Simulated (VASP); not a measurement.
# Fe (Fm-3m) in VASP: notebook

Fe is run at these levels: PBE; tasks: single point.

Everything below comes from runs of VASP 6.6.1. Logs are shortened: lines on timing, memory, paths and dates and some standing lists are left out, and cuts for length are marked.

## (1) The cell of the first run

The structure is cubic, space group Fm-3m (No. 225). The conventional cell has a = 3.473 Å, b = 3.473 Å, c = 3.473 Å, α = 90.00°, β = 90.00°, γ = 90.00°. Within 3.2 Å of Fe (site symmetry m-3m) lie 12 Fe at 2.46 Å.

## (2) Single point, PBE

INCAR

```
PREC = Accurate ; ENCUT = 520
EDIFF = 1E-6 ; ISMEAR = -1
SIGMA = 0.06122561905347299 ; LREAL = False
LASPH = True ; NELM = 60
ALGO = Normal ; ISIF = 2
LWAVE = False ; LCHARG = True
GGA = PE ; LELF = True
LVHAR = True ; NBANDS = 10
```

KPOINTS

```
Automatic mesh
0
Gamma
  27 27 27
```

POSCAR

```
Fe
1.0
    0.0000000000      1.7364694895      1.7364694895
    1.7364694895      0.0000000000      1.7364694895
    1.7364694895      1.7364694895      0.0000000000
Fe
1
Direct
    0.0000000000      0.0000000000      0.0000000000
```

Potentials or basis: VASP PAW PBE potentials, release 64 (Fe).

Command:

```console
$ cat potpaw_PBE.64/Fe/POTCAR > POTCAR
$ mpirun -np 1 vasp_std > vasp.out
```

OUTCAR:

```text
PREC = Accurate
   ENCUT = 520
   EDIFF = 1E-6
   ISMEAR = -1
   LREAL = False
   LASPH = True
   NELM = 60
   ISIF = 2
   GGA = PE

 ion  position               nearest neighbor table
   1  0.000  0.000  0.000-

  LATTYP: Found a face centered cubic cell.
 ALAT       =     3.4729389790

  Lattice vectors:

 A1 = (   0.0000000000,   1.7364694895,   1.7364694895)
 A2 = (   1.7364694895,   0.0000000000,   1.7364694895)
 A3 = (   1.7364694895,   1.7364694895,   0.0000000000)

Analysis of symmetry for initial positions (statically):
=====================================================================
 Subroutine PRICEL returns:
 Original cell was already a primitive cell.

 Routine SETGRP: Setting up the symmetry group for a
 face centered cubic supercell.

 Subroutine GETGRP returns: Found 48 space group operations
 (whereof 48 operations were pure point group operations)
 out of a pool of 48 trial point group operations.

The static configuration has the point symmetry O_h .

Analysis of symmetry for dynamics (positions and initial velocities):
=====================================================================
 Subroutine PRICEL returns:
 Original cell was already a primitive cell.

 Routine SETGRP: Setting up the symmetry group for a
 face centered cubic supercell.

 Subroutine GETGRP returns: Found 48 space group operations
 (whereof 48 operations were pure point group operations)
 out of a pool of 48 trial point group operations.

The dynamic configuration has the point symmetry O_h .

 Subroutine INISYM returns: Found 48 space group operations
 (whereof 48 operations are pure point group operations),
 and found     1 'primitive' translations

----------------------------------------------------------------------------------------

                                     Primitive cell

  volume of cell :      10.4720

  direct lattice vectors                    reciprocal lattice vectors
     0.000000000  1.736469489  1.736469489    -0.287940562  0.287940562  0.287940562
     1.736469489  0.000000000  1.736469489     0.287940562 -0.287940562  0.287940562
     1.736469489  1.736469489  0.000000000     0.287940562  0.287940562 -0.287940562

  length of vectors
     2.455738703  2.455738703  2.455738703     0.498727682  0.498727682  0.498727682

  position of ions in fractional coordinates (direct lattice)
     0.000000000  0.000000000  0.000000000

  ion indices of the primitive-cell ions
   primitive index   ion index
                 1           1

----------------------------------------------------------------------------------------

 KPOINTS: Automatic mesh

Automatic generation of k-mesh.
 Grid dimensions read from file:
 generate k-points for:   27   27   27

 Generating k-lattice:

  Cartesian coordinates                     Fractional coordinates (reciprocal lattice)
    -0.010664465  0.010664465  0.010664465     0.037037037  0.000000000  0.000000000
     0.010664465 -0.010664465  0.010664465     0.000000000  0.037037037  0.000000000
     0.010664465  0.010664465 -0.010664465     0.000000000  0.000000000  0.037037037

  Length of vectors
     0.018471396  0.018471396  0.018471396

  Shift w.r.t. Gamma in fractional coordinates (k-lattice)
     0.000000000  0.000000000  0.000000000

 Subroutine IBZKPT returns following result:
 ===========================================

 Found    560 irreducible k-points:

 Following reciprocal coordinates:
            Coordinates               Weight
  0.000000  0.000000  0.000000      1.000000
  0.037037  0.000000  0.000000      8.000000
  0.074074  0.000000  0.000000      8.000000
  0.111111  0.000000  0.000000      8.000000
  0.148148  0.000000  0.000000      8.000000
  0.185185  0.000000  0.000000      8.000000
[... 16 lines left out ...]
  0.333333  0.037037  0.000000     24.000000
  0.370370  0.037037  0.000000     24.000000
 [... further k-points ...]
   k-points           NKPTS =    560   k-points in BZ     NKDIM =    560   number of bands    NBANDS=     10
   number of dos      NEDOS =    301   number of ions     NIONS =      1
   total plane-waves  NPLWV =   5832
   dimension x,y,z NGX =    18 NGY =   18 NGZ =   18
   dimension x,y,z NGXF=    36 NGYF=   36 NGZF=   36
   ions per type =               1
   NGX,Y,Z   is equivalent  to a cutoff of  12.19, 12.19, 12.19 a.u.
   NGXF,Y,Z  is equivalent  to a cutoff of  24.37, 24.37, 24.37 a.u.
 SYSTEM =  unknown system
   PREC   = accura    normal or accurate (medium, high low for compatibility)
   ISTART =      0    job   : 0-new  1-cont  2-samecut
   ICHARG =      2    charge: 1-file 2-atom 10-const
   ISPIN  =      1    spin polarized calculation?
   LNONCOLLINEAR =      F non collinear calculations
   LSORBIT =      F    spin-orbit coupling
   LASPH  =      T    aspherical Exc in radial PAW
   ENCUT  =  520.0 eV  38.22 Ry    6.18 a.u.   4.57  4.57  4.57*2*pi/ulx,y,z
   NELM   =     60;   NELMIN=  2; NELMDL= -5     # of ELM steps
   EDIFF  = 0.1E-05   stopping-criterion for ELM
   LREAL  =      F    real-space projection
   EDIFFG = 0.1E-04   stopping-criterion for IOM
   NSW    =      0    number of steps for IOM
   IBRION =     -1    ionic relax: 0-MD 1-quasi-New 2-CG
   NFREE  =      0    steps in history (QN), initial steepest desc. (CG)
   ISIF   =      2    stress and relaxation
   ISYM   =      2    0-nonsym 1-usesym 2-fastsym
   POTIM  = 0.5000    time-step for ionic-motion
   TEBEG  =    0.0;   TEEND  =   0.0 temperature during run
   PSTRESS=    0.0 pullay stress
   NELECT =       8.0000    total number of electrons
   NUPDOWN=      -1.0000    fix difference up-down
   EMIN   =  10.00;   EMAX   =-10.00  energy-range for DOS
   EFERMI =   0.00;   METHOD = LEGACY
   ISMEAR =    -1;   SIGMA  =   0.06  broadening in eV -4-tet -1-fermi 0-gaus
   EFERMI_NEDOS =   21; number of points for ismear=-14 and -15
   IALGO  =     38    algorithm
   IMIX   =      4    mixing-type and parameters
     AMIX     =   0.40;   BMIX     =  1.00
     AMIX_MAG =   1.60;   BMIX_MAG =  1.00
  volume/ion in A,a.u.               =      10.47        70.67
  Fermi-wavevector in a.u.,A,eV,Ry     =   1.496561  2.828090 30.472886  2.239694
  Thomas-Fermi vector in A             =   2.608561
   LORBIT       =      0    0 simple, 1 ext, 2 COOP (PROOUT), +10 PAW based schemes
   GGA     = PE    functional components
   LHFCALC =     F    Hartree Fock is set to
   AEXX    =    0.0000 exact exchange contribution
   IVDW    =     0    specifies the selected vdW correction
   LEPSILON=     F    determine dielectric tensor
   LRPA    =     F    only Hartree local field effects (RPA)
 non-spin polarized calculation
  energy-cutoff  :      520.00
  volume of cell :       10.47
 maximum number of plane-waves:       296
   NGX =  9   NGY =  9   NGZ =  9

 number of electron       8.0000003 magnetization

 Free energy of the ion-electron system (eV)
  ---------------------------------------------------
  ext. energy  EPLUGINS =         0.00000000
  ---------------------------------------------------
  free energy    TOTEN  =        -8.08129726 eV

  energy without entropy =       -8.05881297  energy(sigma->0) =       -8.07005512

 E-fermi :   6.5427     XC(G=0): -13.6336

 val. band max:        6.5418374483   @ k =   0.1111   0.0741   0.0000
 cond. band min:       6.5432908609   @ k =   0.3704   0.2963   0.0741
 fundamental gap:      0.0014534126
 Fermi energy:         6.5427056434

 k-point     1 :       0.0000    0.0000    0.0000
  band No.  band energies     occupation
      1      -2.1560      2.00000
      2       4.9712      2.00000
      3       4.9712      2.00000
      4       4.9712      2.00000
      5       6.4703      1.53069
      6       6.4703      1.53069
      7      29.6794      0.00000
      8      35.0197      0.00000
      9      35.0197      0.00000
     10      35.0197      0.00000

 k-point     2 :       0.0370    0.0000    0.0000
  band No.  band energies     occupation
      1      -2.0984      2.00000
      2       4.9496      2.00000
      3       4.9881      2.00000
      4       4.9881      2.00000
      5       6.4620      1.57799
      6       6.4620      1.57799
      7      29.6239      0.00000
      8      34.1924      0.00000
      9      34.9452      0.00000
     10      34.9452      0.00000

 k-point     3 :       0.0741    0.0000    0.0000
  band No.  band energies     occupation
      1      -1.9269      2.00000
      2       4.8877      2.00000
      3       5.0360      2.00000
      4       5.0360      2.00000
      5       6.4399      1.68566
      6       6.4399      1.68566
      7      29.3726      0.00000
      8      32.7559      0.00000
      9      34.7542      0.00000
     10      34.7542      0.00000

 k-point     4 :       0.1111    0.0000    0.0000
  band No.  band energies     occupation
      1      -1.6464      2.00000
      2       4.7938      2.00000
      3       5.1056      2.00000
      4       5.1056      2.00000
      5       6.4136      1.78353
      6       6.4136      1.78353
      7      28.6470      0.00000
      8      31.6210      0.00000
      9      34.5084      0.00000
     10      34.5084      0.00000
[... 222 lines left out ...]
 k-point    22 :       0.2963    0.0370    0.0000
  band No.  band energies     occupation
      1       0.6877      2.00000
      2       4.4680      2.00000
      3       5.1690      2.00000
      4       5.2172      2.00000
      5       6.6658      0.23611
      6       6.8672      0.00994
      7      21.1559      0.00000
      8      29.5240      0.00000
      9      32.2796      0.00000
     10      34.9563      0.00000

 k-point    23 :       0.3333    0.0370    0.0000
  band No.  band energies     occupation
      1       1.1597      2.00000
      2       4.6517      2.00000
      3       5.0878      2.00000
      4       5.1496      2.00000
      5       6.8852      0.00741
      6       7.0412      0.00058
      7      19.5458      0.00000
      8      29.1517      0.00000
      9      32.1511      0.00000
     10      34.6640      0.00000

 k-point    24 :       0.3704    0.0370    0.0000
  band No.  band energies     occupation
      1       1.5044      2.00000
      2       4.9725      2.00000
      3       5.0415      2.00000
      4       5.0761      2.00000
      5       7.1183      0.00017
      6       7.2091      0.00004
      7      18.0428      0.00000
      8      28.8075      0.00000
      9      32.0885      0.00000
     10      34.2313      0.00000

 [... further k-points ...]
[... 5 lines left out ...]
  --------------------------------------------------------------------------------------
  -------------------------------------------------------------------------------------
  Total       -0.3942791     -0.3942791     -0.3942791      0.0000000      0.0000000     -0.0000000
  in kB      -60.3229932    -60.3229932    -60.3229932      0.0000000      0.0000000     -0.0000000
  external PRESSURE =     -60.3229932 kB  Pullay stress =       0.0000000 kB

 VOLUME and BASIS-vectors are now :
 -----------------------------------------------------------------------------
  energy-cutoff  :      520.00
  volume of cell :       10.47
      direct lattice vectors                 reciprocal lattice vectors
     0.000000000  1.736469489  1.736469489    -0.287940562  0.287940562  0.287940562
     1.736469489  0.000000000  1.736469489     0.287940562 -0.287940562  0.287940562
     1.736469489  1.736469489  0.000000000     0.287940562  0.287940562 -0.287940562

 POSITION                                       TOTAL-FORCE (eV/Angst)
 -----------------------------------------------------------------------------------
      0.00000      0.00000      0.00000        -0.000000      0.000000     -0.000000
 -----------------------------------------------------------------------------------
    total drift:                                0.000000      0.000000      0.000000

  FREE ENERGIE OF THE ION-ELECTRON SYSTEM (eV)
  ---------------------------------------------------
  free  energy   TOTEN  =        -8.0812972643 eV

  energy  without entropy=       -8.0588129724  energy(sigma->0) =       -8.07005512
```

It took 73 s on 1 thread of Intel Xeon 6975P-C, shared host; peak memory 0.17 GiB.

What came out:

```
Free energy            : -8.0813 eV
Pressure               : -6.0 GPa
Band gap on the k mesh : zero (band 4 reaches 7.75 eV, above the bottom of band 5 at 5.77 eV)
```

Caveat: the run has no spin polarisation, though such a crystal can be magnetic.

(Part 1 of 2 ends here.)
